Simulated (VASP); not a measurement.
Input of a VASP 6.6.1 run:

The input POSCAR:

```
AlN
1.0
    0.0000000000      2.1839935596      2.1839935596
    2.1839935596      0.0000000000      2.1839935596
    2.1839935596      2.1839935596      0.0000000000
Al N
1 1
Direct
   -0.0566593643      0.0566593643      0.0000000000
    0.7500000000      0.7500000000      0.7500000000
```

File INCAR.step1:

```
PREC = Accurate ; ENCUT = 520
ISMEAR = 0 ; SIGMA = 0.05
LREAL = False ; LASPH = True
NELM = 80 ; NBANDS = 11
GGA = PE ; ALGO = Normal
EDIFF = 1E-4 ; LWAVE = True
LCHARG = False
```

File INCAR.step2:

```
PREC = Accurate ; ENCUT = 520
EDIFF = 1E-6 ; ISMEAR = 0
SIGMA = 0.05 ; LREAL = False
LASPH = True ; NELM = 80
ALGO = Normal ; ISIF = 2
LWAVE = False ; LCHARG = True
METAGGA = R2SCAN ; LMIXTAU = True
LELF = True ; LVHAR = True
NBANDS = 11 ; ISTART = 1
```

The input KPOINTS:

```
regular mesh
0
Gamma
  10 10 10
```

Potentials or basis: VASP PAW PBE potentials, release 64 (Al, N).

The run is started by

```sh
$ cat potpaw_PBE.64/Al/POTCAR potpaw_PBE.64/N/POTCAR > POTCAR
$ cp INCAR.step1 INCAR
$ mpirun -np 1 vasp_std > vasp.out
$ cp INCAR.step2 INCAR
$ mpirun -np 1 vasp_std > vasp.out
```

What does it give for the band gap on the k mesh?

3.47 eV (least direct gap 4.38 eV).

Predict the largest force.

2.959 eV/Å.

What does it give for the pressure?

3.9 GPa.

Forces in eV/Å, atoms in the order of the input:
```
Al  -1.974  1.974 -0.981
N    1.974 -1.974  0.981
```

Caveat: the cell differs from its parent crystal (all Al atoms moved +0.175 Å, as atom 1 along Cartesian [1 -1 0]); the cell stands under pressure; the PAW data sets were made with another functional, which shifts forces and pressure a little. A k mesh can miss the band edges.
